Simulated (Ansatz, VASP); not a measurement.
One calculation of Os, two programs

File INCAR:

```
PREC = Accurate ; ENCUT = 600
EDIFF = 1E-6 ; ISMEAR = -1
SIGMA = 0.02 ; LREAL = F
LASPH = T ; NELM = 120
ALGO = Normal ; ISIF = 2
LWAVE = F ; LCHARG = T
GGA = PE ; LELF = T
LVHAR = T ; NBANDS = 15
GGA_COMPAT = F
```

The input KPOINTS:

```
regular mesh
0
Gamma
  6 6 3
```

POSCAR

```
Os
1.0
    2.7341000000      0.0000000000      0.0000000000
   -1.3670500000      2.3678000565      0.0000000000
    0.0000000000      0.0000000000      4.3197000000
Os
2
Direct
    0.6666666667      0.3333333333      0.7500000000
    0.3333333333      0.6666666667      0.2500000000
```

Contents of input.yaml:

```yaml
crystal:
  lattice:
    - [2.7341, 0.0, 0.0]
    - [-1.36705, 2.3678000565, 0.0]
    - [0.0, 0.0, 4.3197]
  atoms:
    - { symbol: Os, position: [0.6666666667, 0.3333333333, 0.75] }
    - { symbol: Os, position: [0.3333333333, 0.6666666667, 0.25] }
kpoints:
  mp_grid: { grid: [6, 6, 3] }
scf:
  occupations: { method: fermi_dirac, width: 0.02 }
hamiltonian:
  xc: pbe
  pseudopotentials: { kind: all_electron, lapw: { basis_error: 0.004 } }
output:
  forces: true
  stress: true
  eigenvalues: true
```

Alike in both runs: task single point; functional PBE; k mesh 6 × 6 × 3; occupations fermi-dirac, width 0.02 eV; no spin polarisation.

```csv
,VASP,Ansatz
version,VASP 6.6.1,Ansatz 0.2.0
potentials or method,"VASP PAW PBE potentials, release 64 (Os), cutoff 600 eV","all-electron LAPW, scalar-relativistic"
```

VASP gave:

* gap on the k mesh at the Fermi level (eV): none
* pressure (GPa): 9.9
* traceless stress, the component that is largest in VASP (GPa): -3.58

Q: Estimate Ansatz's values.

A: gap on the k mesh at the Fermi level (eV): none; pressure (GPa): 9.5; traceless stress, the component that is largest in VASP (GPa): -3.51.

A gap of «none» marks a metal or a gap that the smearing closes. Ansatz ran all-electron here, and VASP with PAW potentials.

The k mesh is coarse, so the values compare programs but aren't converged. Neither program's run includes spin-orbit coupling. Noted on Ansatz's run: the k mesh is thin for a metal, which can move the energy by tens of meV per atom.
